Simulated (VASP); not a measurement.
A run of VASP 6.6.1 is set up as follows.

INCAR

```
PREC = Accurate ; ENCUT = 520
EDIFF = 1E-6 ; ISMEAR = 0
SIGMA = 0.15 ; LREAL = F
LASPH = T ; NELM = 80
ALGO = Normal ; ISIF = 2
LWAVE = F ; LCHARG = T
GGA = PS ; LELF = T
LVHAR = T ; NBANDS = 8
```

The input KPOINTS:

```
regular mesh
0
Gamma
  22 22 22
```

The input POSCAR:

```
Si
1.0
    0.0000000000      1.9872637625      1.9108305409
    1.9872637625      0.0000000000      1.9108305409
    1.9872637625      1.9872637625      0.0000000000
Si
1
Direct
    0.0000000000      0.0000000000      0.0000000000
```

Potentials or basis: VASP PAW PBE potentials, release 64 (Si).

Run with:

```sh
$ cat potpaw_PBE.64/Si/POTCAR > POTCAR
$ mpirun -np 1 vasp_std > vasp.out
```

Task: Predict the pressure.

Result: -5.5 GPa.

Task: What does it give for the band gap on the k mesh?

Result: Zero (bands 2 and 3 overlap by 13.73 eV).

Stress tensor (GPa, compression positive):
```
-5.32  0.00  0.00
 0.00 -5.32  0.00
 0.00  0.00 -5.84
```

Caveat: the cell differs from its parent crystal (strain +0.040 along x and y, +0.000 along z); the cell stands under tension; the PAW data sets were made with another functional, which shifts forces and pressure a little.
